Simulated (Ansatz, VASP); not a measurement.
## Two plane-wave programs on C4F

```
CELL_PARAMETERS angstrom
-2.28275 2.28275 2.28275
2.28275 -2.28275 2.28275
2.28275 2.28275 -2.28275
ATOMIC_POSITIONS crystal
C 0.50000 0.50000 0.50000
C 0.00000 0.00000 0.50000
C 0.00000 0.50000 0.00000
C 0.50000 0.00000 0.00000
F 0.00000 0.00000 0.00000
```

Alike in both runs: functional PBE; dispersion D3(BJ); k mesh 6 × 6 × 6; occupations gaussian, width 0.1 eV; no spin polarisation.

Ansatz relaxed the structure, and its values are those at the end. VASP's run is a single point on that final structure, the one shown.

|  | VASP | Ansatz |
| --- | --- | --- |
| version | VASP 6.6.1 | Ansatz 0.2.0 |
| potentials or method | VASP PAW PBE potentials, release 64 (C, F), cutoff 520 eV | scalar-relativistic, plane waves, PAW |
| valence electrons in the cell | 23 | 23 |

Ansatz gave:

| Property | Result |
| --- | --- |
| gap on the k mesh at the Fermi level (eV) | none |
| pressure (GPa) | 0.0 |

Which values does VASP return?

gap on the k mesh at the Fermi level (eV): none; pressure (GPa): -0.1.

A gap of «none» marks a metal or a gap that the smearing closes. Ansatz's warnings: dispersion switch in reach, relaxed geometry near dispersion switch.
